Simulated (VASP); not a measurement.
# AlCu3 (Fm-3m) in VASP: a series of runs

AlCu3 is run at these levels: PBEsol; tasks: single point.

All numbers are computed with VASP 6.6.1; they aren't measurements. Logs are shortened: lines on timing, memory, paths and dates and some standing lists are left out, and cuts for length are marked.

### 1 The cell of the first run

It takes space group Fm-3m (No. 225, cubic). The conventional cell has a = 5.824 Å, b = 5.824 Å, c = 5.824 Å, α = 90.00°, β = 90.00°, γ = 90.00°. Within 3.3 Å of Al (site symmetry m-3m) lie 14 Cu at 2.52 to 2.91 Å. Within 3.3 Å of Cu (site symmetry m-3m) lie 8 Cu at 2.52 Å and 6 Al at 2.91 Å. Within 3.3 Å of Cu (site symmetry -43m) lie 4 Al at 2.52 Å and 10 Cu at 2.52 to 2.91 Å.

### 2 Single point, PBEsol (12.35 Å³/atom)

Contents of INCAR:

```
SYSTEM = AlCu3
PREC = Accurate
ENCUT = 520
EDIFF = 1E-6
ISMEAR = 0
SIGMA = 0.1
LREAL = .False.
LASPH = .True.
NELM = 80
ALGO = Normal
ISIF = 2
LWAVE = .False.
LCHARG = .True.
GGA = PS
LELF = .True.
LVHAR = .True.
NBANDS = 26
```

Contents of KPOINTS:

```
Automatic mesh
0
Gamma
  12 12 12
  0 0 0
```

Contents of POSCAR:

```
AlCu3
1.0
    0.0000000000      2.9120215466      2.9120215466
    2.9120215466      0.0000000000      2.9120215466
    2.9120215466      2.9120215466      0.0000000000
Al Cu
1 3
Direct
    0.0000000000      0.0000000000      0.0000000000
    0.5000000000      0.5000000000      0.5000000000
    0.2500000000      0.2500000000      0.2500000000
    0.7500000000      0.7500000000      0.7500000000
```

Potentials or basis: VASP PAW PBE potentials, release 64 (Al, Cu).

On the command line:

```bash
$ cat potpaw_PBE.64/Al/POTCAR potpaw_PBE.64/Cu/POTCAR > POTCAR
$ mpirun -np 1 vasp_std > vasp.out
```

OUTCAR:

```text
SYSTEM = AlCu3
   PREC = Accurate
   ENCUT = 520
   EDIFF = 1E-6
   ISMEAR = 0
   LREAL = .False.
   LASPH = .True.
   NELM = 80
   ISIF = 2
   GGA = PS

 ion  position               nearest neighbor table
   1  0.000  0.000  0.000-   4 2.52   4 2.52   4 2.52   3 2.52   4 2.52   3 2.52   3 2.52   3 2.52
                             2 2.91   2 2.91   2 2.91   2 2.91   2 2.91   2 2.91
   2  0.500  0.500  0.500-   3 2.52   3 2.52   3 2.52   3 2.52   4 2.52   4 2.52   4 2.52   4 2.52
                             1 2.91   1 2.91   1 2.91   1 2.91   1 2.91   1 2.91
   3  0.250  0.250  0.250-   1 2.52   1 2.52   1 2.52   1 2.52   2 2.52   2 2.52   2 2.52   2 2.52

   4  0.750  0.750  0.750-   2 2.52   2 2.52   2 2.52   1 2.52   2 2.52   1 2.52   1 2.52   1 2.52

  LATTYP: Found a face centered cubic cell.
 ALAT       =     5.8240430932

  Lattice vectors:

 A1 = (   0.0000000000,   2.9120215466,   2.9120215466)
 A2 = (   2.9120215466,   0.0000000000,   2.9120215466)
 A3 = (   2.9120215466,   2.9120215466,   0.0000000000)

Analysis of symmetry for initial positions (statically):
=====================================================================
 Subroutine PRICEL returns:
 Original cell was already a primitive cell.

 Routine SETGRP: Setting up the symmetry group for a
 face centered cubic supercell.

 Subroutine GETGRP returns: Found 48 space group operations
 (whereof 48 operations were pure point group operations)
 out of a pool of 48 trial point group operations.

The static configuration has the point symmetry O_h .

Analysis of symmetry for dynamics (positions and initial velocities):
=====================================================================
 Subroutine PRICEL returns:
 Original cell was already a primitive cell.

 Routine SETGRP: Setting up the symmetry group for a
 face centered cubic supercell.

 Subroutine GETGRP returns: Found 48 space group operations
 (whereof 48 operations were pure point group operations)
 out of a pool of 48 trial point group operations.

The dynamic configuration has the point symmetry O_h .

 Subroutine INISYM returns: Found 48 space group operations
 (whereof 48 operations are pure point group operations),
 and found     1 'primitive' translations

----------------------------------------------------------------------------------------

                                     Primitive cell

  volume of cell :      49.3871

  direct lattice vectors                    reciprocal lattice vectors
     0.000000000  2.912021547  2.912021547    -0.171702026  0.171702026  0.171702026
     2.912021547  0.000000000  2.912021547     0.171702026 -0.171702026  0.171702026
     2.912021547  2.912021547  0.000000000     0.171702026  0.171702026 -0.171702026

  length of vectors
     4.118220365  4.118220365  4.118220365     0.297396633  0.297396633  0.297396633

  position of ions in fractional coordinates (direct lattice)
     0.000000000  0.000000000  0.000000000
     0.500000000  0.500000000  0.500000000
     0.250000000  0.250000000  0.250000000
     0.750000000  0.750000000  0.750000000

  ion indices of the primitive-cell ions
   primitive index   ion index
                 1           1
                 2           2
                 3           3
                 4           4

----------------------------------------------------------------------------------------

 KPOINTS: Automatic mesh

Automatic generation of k-mesh.
 Grid dimensions read from file:
 generate k-points for:   12   12   12

 Generating k-lattice:

  Cartesian coordinates                     Fractional coordinates (reciprocal lattice)
    -0.014308502  0.014308502  0.014308502     0.083333333  0.000000000  0.000000000
     0.014308502 -0.014308502  0.014308502     0.000000000  0.083333333  0.000000000
     0.014308502  0.014308502 -0.014308502     0.000000000  0.000000000  0.083333333

  Length of vectors
     0.024783053  0.024783053  0.024783053

  Shift w.r.t. Gamma in fractional coordinates (k-lattice)
     0.000000000  0.000000000  0.000000000

 Subroutine IBZKPT returns following result:
 ===========================================

 Found     72 irreducible k-points:

 Following reciprocal coordinates:
            Coordinates               Weight
  0.000000  0.000000  0.000000      1.000000
  0.083333  0.000000  0.000000      8.000000
  0.166667  0.000000  0.000000      8.000000
  0.250000  0.000000  0.000000      8.000000
  0.333333  0.000000  0.000000      8.000000
  0.416667  0.000000  0.000000      8.000000
[... 16 lines left out ...]
  0.500000  0.166667  0.000000     24.000000
 -0.416667  0.166667  0.000000     24.000000
 [... further k-points ...]
   k-points           NKPTS =     72   k-points in BZ     NKDIM =     72   number of bands    NBANDS=     26
   number of dos      NEDOS =    301   number of ions     NIONS =      4
   total plane-waves  NPLWV =  32768
   dimension x,y,z NGX =    32 NGY =   32 NGZ =   32
   dimension x,y,z NGXF=    64 NGYF=   64 NGZF=   64
   ions per type =               1   3
   NGX,Y,Z   is equivalent  to a cutoff of  12.92, 12.92, 12.92 a.u.
   NGXF,Y,Z  is equivalent  to a cutoff of  25.84, 25.84, 25.84 a.u.
 SYSTEM =  AlCu3
   PREC   = accura    normal or accurate (medium, high low for compatibility)
   ISTART =      0    job   : 0-new  1-cont  2-samecut
   ICHARG =      2    charge: 1-file 2-atom 10-const
   ISPIN  =      1    spin polarized calculation?
   LNONCOLLINEAR =      F non collinear calculations
   LSORBIT =      F    spin-orbit coupling
   LASPH  =      T    aspherical Exc in radial PAW
   ENCUT  =  520.0 eV  38.22 Ry    6.18 a.u.   7.66  7.66  7.66*2*pi/ulx,y,z
   NELM   =     80;   NELMIN=  2; NELMDL= -5     # of ELM steps
   EDIFF  = 0.1E-05   stopping-criterion for ELM
   LREAL  =      F    real-space projection
   EDIFFG = 0.1E-04   stopping-criterion for IOM
   NSW    =      0    number of steps for IOM
   IBRION =     -1    ionic relax: 0-MD 1-quasi-New 2-CG
   NFREE  =      0    steps in history (QN), initial steepest desc. (CG)
   ISIF   =      2    stress and relaxation
   ISYM   =      2    0-nonsym 1-usesym 2-fastsym
   POTIM  = 0.5000    time-step for ionic-motion
   TEBEG  =    0.0;   TEEND  =   0.0 temperature during run
   PSTRESS=    0.0 pullay stress
   NELECT =      36.0000    total number of electrons
   NUPDOWN=      -1.0000    fix difference up-down
   EMIN   =  10.00;   EMAX   =-10.00  energy-range for DOS
   EFERMI =   0.00;   METHOD = LEGACY
   ISMEAR =     0;   SIGMA  =   0.10  broadening in eV -4-tet -1-fermi 0-gaus
   EFERMI_NEDOS =   21; number of points for ismear=-14 and -15
   IALGO  =     38    algorithm
   IMIX   =      4    mixing-type and parameters
     AMIX     =   0.40;   BMIX     =  1.00
     AMIX_MAG =   1.60;   BMIX_MAG =  1.00
  volume/ion in A,a.u.               =      12.35        83.32
  Fermi-wavevector in a.u.,A,eV,Ry     =   1.473345  2.784218 29.534780  2.170745
  Thomas-Fermi vector in A             =   2.588249
   LORBIT       =      0    0 simple, 1 ext, 2 COOP (PROOUT), +10 PAW based schemes
   GGA     = PS    functional components
   LHFCALC =     F    Hartree Fock is set to
   AEXX    =    0.0000 exact exchange contribution
   IVDW    =     0    specifies the selected vdW correction
   LEPSILON=     F    determine dielectric tensor
   LRPA    =     F    only Hartree local field effects (RPA)
 non-spin polarized calculation
 Gauss-broadening in eV      SIGMA  =   0.10
  energy-cutoff  :      520.00
  volume of cell :       49.39
 maximum number of plane-waves:      1363
   NGX = 15   NGY = 15   NGZ = 15

 number of electron      35.9999984 magnetization

 Free energy of the ion-electron system (eV)
  ---------------------------------------------------
  ext. energy  EPLUGINS =         0.00000000
  ---------------------------------------------------
  free energy    TOTEN  =       -17.71762799 eV

  energy without entropy =      -17.71274970  energy(sigma->0) =      -17.71518885

 E-fermi :   8.2070     XC(G=0): -12.3410

 val. band max:        8.2060342926   @ k =  -0.1667   0.1667   0.0000
 cond. band min:       8.2883037493   @ k =  -0.2500   0.3333   0.0833
 fundamental gap:      0.0822694567
 Fermi energy:         8.2069786810

 k-point     1 :       0.0000    0.0000    0.0000
  band No.  band energies     occupation
      1      -2.2050      2.00000
      2       3.6421      2.00000
      3       3.6421      2.00000
      4       3.7134      2.00000
      5       3.7134      2.00000
      6       3.7134      2.00000
[... 18 lines left out ...]
     25      14.9503      0.00000
     26      14.9503      0.00000

 k-point     2 :       0.0833    0.0000    0.0000
  band No.  band energies     occupation
      1      -2.1102      2.00000
      2       3.6115      2.00000
      3       3.6115      2.00000
      4       3.6743      2.00000
      5       3.7846      2.00000
      6       3.7846      2.00000
[... 18 lines left out ...]
     25      14.6641      0.00000
     26      14.7930      0.00000

 k-point     3 :       0.1667    0.0000    0.0000
  band No.  band energies     occupation
      1      -1.8280      2.00000
      2       3.5582      2.00000
      3       3.6012      2.00000
      4       3.6012      2.00000
      5       3.9091      2.00000
      6       3.9091      2.00000
[... 18 lines left out ...]
     25      14.5457      0.00000
     26      15.1462      0.00000

 k-point     4 :       0.2500    0.0000    0.0000
  band No.  band energies     occupation
      1      -1.3649      2.00000
      2       3.3096      2.00000
      3       3.6297      2.00000
      4       3.6297      2.00000
      5       4.0443      2.00000
      6       4.0443      2.00000
[... 18 lines left out ...]
     25      15.3031      0.00000
     26      16.1025      0.00000
[... 496 lines left out ...]
      1      -0.1850      2.00000
      2       2.5691      2.00000
      3       3.5318      2.00000
      4       3.9177      2.00000
      5       3.9650      2.00000
      6       4.1558      2.00000
[... 18 lines left out ...]
     25      18.6153      0.00000
     26      19.4693      0.00000

 k-point    23 :       0.5000    0.1667    0.0000
  band No.  band energies     occupation
      1       0.5884      2.00000
      2       1.8499      2.00000
      3       3.4842      2.00000
      4       3.9256      2.00000
      5       3.9578      2.00000
      6       4.2009      2.00000
[... 18 lines left out ...]
     25      18.6022      0.00000
     26      19.8846      0.00000

 k-point    24 :      -0.4167    0.1667    0.0000
  band No.  band energies     occupation
      1       0.8268      2.00000
      2       1.6221      2.00000
      3       3.5044      2.00000
      4       3.8648      2.00000
      5       3.9428      2.00000
      6       4.2267      2.00000
[... 18 lines left out ...]
     25      17.2709      0.00000
     26      18.3923      0.00000

 [... further k-points ...]

------------------------ aborting loop because EDIFF is reached ----------------------------------------

  FORCE on cell =-STRESS in cart. coord.  units (eV):
  Direction    XX          YY          ZZ          XY          YZ          ZX
  --------------------------------------------------------------------------------------
  -------------------------------------------------------------------------------------
  Total       -1.0492680     -1.0492680     -1.0492680      0.0000000      0.0000000      0.0000000
  in kB      -34.0395063    -34.0395063    -34.0395063      0.0000000      0.0000000      0.0000000
  external PRESSURE =     -34.0395063 kB  Pullay stress =       0.0000000 kB

 VOLUME and BASIS-vectors are now :
 -----------------------------------------------------------------------------
  energy-cutoff  :      520.00
  volume of cell :       49.39
      direct lattice vectors                 reciprocal lattice vectors
     0.000000000  2.912021547  2.912021547    -0.171702026  0.171702026  0.171702026
     2.912021547  0.000000000  2.912021547     0.171702026 -0.171702026  0.171702026
     2.912021547  2.912021547  0.000000000     0.171702026  0.171702026 -0.171702026

 POSITION                                       TOTAL-FORCE (eV/Angst)
 -----------------------------------------------------------------------------------
      0.00000      0.00000      0.00000         0.000000      0.000000     -0.000000
      2.91202      2.91202      2.91202         0.000000      0.000000     -0.000000
      1.45601      1.45601      1.45601        -0.000000     -0.000000     -0.000000
      4.36803      4.36803      4.36803         0.000000      0.000000      0.000000
 -----------------------------------------------------------------------------------
    total drift:                               -0.000000     -0.000000      0.000000

  FREE ENERGIE OF THE ION-ELECTRON SYSTEM (eV)
  ---------------------------------------------------
  free  energy   TOTEN  =       -17.7176279868 eV

  energy  without entropy=      -17.7127497049  energy(sigma->0) =      -17.71518885
```

Wall time 2.4 min (1 thread of Intel Xeon 8259CL, shared host); peak memory 0.22 GiB.

What came out:

```
Free energy            : -17.7176 eV
Pressure               : -3.4 GPa
Band gap on the k mesh : zero (bands 18 and 19 overlap by 5.80 eV)
```

Caveat: the cell stands under tension; the PAW data sets were made with another functional, which shifts forces and pressure a little.

### 3 Single point, PBEsol (12.71 Å³/atom)

This run uses another cell than the first one, of 12.71 Å³/atom.

Contents of INCAR:

```
  PREC = Accurate
  ENCUT = 520
  EDIFF = 1E-7
  ISMEAR = 0
  SIGMA = 0.1
  LREAL = F
  LASPH = T
  NELM = 80
  ALGO = Fast
  ISIF = 2
  LWAVE = F
  LCHARG = F
  GGA = PS
  NBANDS = 26
```

Contents of KPOINTS:

```
regular mesh
0
Gamma
  12 12 12
```

Contents of POSCAR:

```
AlCu3
1.0
    0.0000000000      2.9400234715      2.9400234715
    2.9400234715      0.0000000000      2.9400234715
    2.9400234715      2.9400234715      0.0000000000
Al Cu
1 3
Direct
    0.0000000000      0.0000000000      0.0000000000
    0.5000000000      0.5000000000      0.5000000000
    0.2500000000      0.2500000000      0.2500000000
    0.7500000000      0.7500000000      0.7500000000
```

Potentials or basis: VASP PAW PBE potentials, release 64 (Al, Cu).

On the command line:

```bash
$ cat potpaw_PBE.64/Al/POTCAR potpaw_PBE.64/Cu/POTCAR > POTCAR
$ mpirun -np 1 vasp_std > vasp.out
```

Wall time 3.1 min (1 thread of Intel Xeon 8259CL, shared host); peak memory 0.23 GiB.

The run converged. Its results:

```yaml
Free_energy: -17.6691 eV
Pressure: -7.2 GPa
Band_gap_on_the_k_mesh: zero (bands 18 and 19 overlap by 5.68 eV)
```

Levels at points of the mesh, in eV from the Fermi level:
```csv
k point,band 14,band 15,band 16,band 17,band 18,band 19,band 20,band 21,band 22,band 23
"(0.00, 0.00, 0.00)",-2.49,-2.36,-2.36,3.70,3.70,3.70,3.99,3.99,3.99,4.71
"(0.50, 0.00, 0.00)",-2.47,-2.33,-2.33,-2.06,2.67,2.67,2.80,2.80,3.38,5.24
"(0.50, 0.50, 0.00)",-2.24,-2.24,-2.21,-2.03,-1.98,-1.98,1.85,2.13,10.61,10.61
```

Caveat: the cell stands under tension; the PAW data sets were made with another functional, which shifts forces and pressure a little.
